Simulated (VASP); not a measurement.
A run of VASP 6.6.1 is set up as follows.

POSCAR

```
Co
1.0
    2.4919252186      0.0000000000      0.0000000000
   -1.2459626093      2.1580705436      0.0000000000
    0.0000000000      0.0000000000      4.0491930517
Co
2
Direct
    0.3333333333      0.6666666667      0.2500000000
    0.6666666667      0.3333333333      0.7500000000
```

File INCAR.step1:

```
PREC = Accurate
ENCUT = 520
ISMEAR = 0
SIGMA = 0.05
LREAL = F
LASPH = T
NELM = 150
ISPIN = 2
MAGMOM = 1.5 1.5
LMAXMIX = 4
NBANDS = 20
GGA = PE
ALGO = Normal
EDIFF = 1E-4
LWAVE = T
LCHARG = F
```

Contents of INCAR.step2:

```
PREC = Accurate
ENCUT = 520
EDIFF = 1E-6
ISMEAR = 0
SIGMA = 0.05
LREAL = F
LASPH = T
NELM = 150
ALGO = Normal
ISIF = 2
LWAVE = F
LCHARG = F
ISPIN = 2
MAGMOM = 1.5 1.5
LORBIT = 11
LMAXMIX = 4
METAGGA = R2SCAN
LMIXTAU = T
NBANDS = 20
ISTART = 1
```

KPOINTS

```
Automatic mesh
0
Gamma
  20 20 12
```

Potentials or basis: VASP PAW PBE potentials, release 64 (Co).

Run with:

```sh
$ cat potpaw_PBE.64/Co/POTCAR > POTCAR
$ cp INCAR.step1 INCAR
$ mpirun -np 1 vasp_std > vasp.out
$ cp INCAR.step2 INCAR
$ mpirun -np 1 vasp_std > vasp.out
```

(1) Predict the site moments.

(2) What does it give for the pressure?

## Answers

(1) Co +1.83 μB.

(2) -5.3 GPa.

Caveat: the cell stands under tension; the PAW data sets were made with another functional, which shifts forces and pressure a little.
